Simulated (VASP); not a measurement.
A run of VASP 6.6.1:

File POSCAR:

```
ZnF2
1.0
    4.6798365592      0.0000000000      0.0000000000
    0.0000000000      4.6798365592      0.0000000000
    0.0000000000      0.0000000000      3.1109658092
Zn F
2 4
Direct
    0.0000000000      0.0000000000      0.0000000000
    0.5000000000      0.5000000000      0.5000000000
    0.3027721138      0.3027721138      0.0000000000
    0.1972278862      0.8027721138      0.5000000000
    0.6972278862      0.6972278862      0.0000000000
    0.8027721138      0.1972278862      0.5000000000
```

File INCAR.step1:

```
SYSTEM = ZnF2
ALGO = Normal ; EDIFF = 1E-5
ENCUT = 660 ; GGA = PE
GGA_COMPAT = .FALSE. ; ISMEAR = 0
LASPH = .TRUE. ; LCHARG = .FALSE.
LREAL = .FALSE. ; LWAVE = .TRUE.
NBANDS = 35 ; NELM = 120
PREC = Accurate ; SIGMA = 0.01
```

Contents of INCAR.step2:

```
SYSTEM = ZnF2
ALGO = Normal ; EDIFF = 1E-6
ENCUT = 660 ; GGA_COMPAT = .FALSE.
ISIF = 2 ; ISMEAR = 0
ISTART = 1 ; LASPH = .TRUE.
LCHARG = .FALSE. ; LMIXTAU = .TRUE.
LREAL = .FALSE. ; LWAVE = .FALSE.
METAGGA = R2SCAN ; NBANDS = 35
NELM = 120 ; PREC = Accurate
SIGMA = 0.01
```

File KPOINTS:

```
k-points
0
G
  4 4 6
  0 0 0
```

Potentials or basis: VASP PAW PBE potentials, release 64 (Zn, F).

Run with:

```console
$ cat potpaw_PBE.64/Zn/POTCAR potpaw_PBE.64/F/POTCAR > POTCAR
$ cp INCAR.step1 INCAR
$ mpirun -np 1 vasp_std > vasp.out
$ cp INCAR.step2 INCAR
$ mpirun -np 1 vasp_std > vasp.out
```

Hardware: 1 thread of Oxide Virtual Turin-like Processor, with other jobs on the host.

**Question.** Estimate the wall time of this run.

**Answer.** It took 4.6 min on 1 thread of Oxide Virtual Turin-like Processor, on a shared host, peak memory 0.2 GiB. Counts: k points 24.
